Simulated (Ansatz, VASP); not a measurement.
## CuO: VASP and Ansatz over several settings

```xyz
4
Lattice="2.3878 -1.7449 0.0000 2.3878 1.7449 0.0000 -0.8667 0.0000 5.1571" Properties=species:S:1:pos:R:3 pbc="T T T"
Cu    0.7605   -0.8724    2.5785
Cu    1.1939    0.8724    0.0000
O     1.7378    0.2848    3.8678
O     2.1711   -0.2848    1.2893
```

Single points on this cell with VASP 6.6.1 and Ansatz 0.2.0. Each row is one pair of runs. Alike in all rows: spin: off; k mesh: 10 × 10 × 5; smearing: fermi-dirac, width 0.05 eV; Ansatz's potentials, cutoff: Ansatz PAW, 420 eV.

| level | VASP's potentials, cutoff | gap on the k mesh at the Fermi level (eV), VASP | gap on the k mesh at the Fermi level (eV), Ansatz | pressure (GPa), VASP | pressure (GPa), Ansatz | rms of the force components (eV/Å), VASP | rms of the force components (eV/Å), Ansatz |
| --- | --- | --- | --- | --- | --- | --- | --- |
| SVWN5 | VASP PAW PBE potentials, release 64 (Cu_sv_GW, O), 700 eV | none | none | -20.3 | -17.8 | 0.251 | 0.256 |
| BLYP | VASP PAW PBE potentials, release 64 (Cu_sv_GW, O), 700 eV | none | none | -0.5 | 2.1 | 0.150 | 0.160 |
| PBE+D3(BJ) | VASP PAW PBE potentials, release 64 (Cu, O), 520 eV | none | ? | -7.4 | ? | 0.159 | ? |

Fill in what Ansatz gave in row 3.

gap on the k mesh at the Fermi level (eV): none; pressure (GPa): -7.9; rms of the force components (eV/Å): 0.175.

VASP's potentials hold 34 valence electrons a cell and Ansatz's 50 in some rows, so a difference there can come from the potentials and not from the codes.

A gap of «none» marks a metal or a gap that the smearing closes.
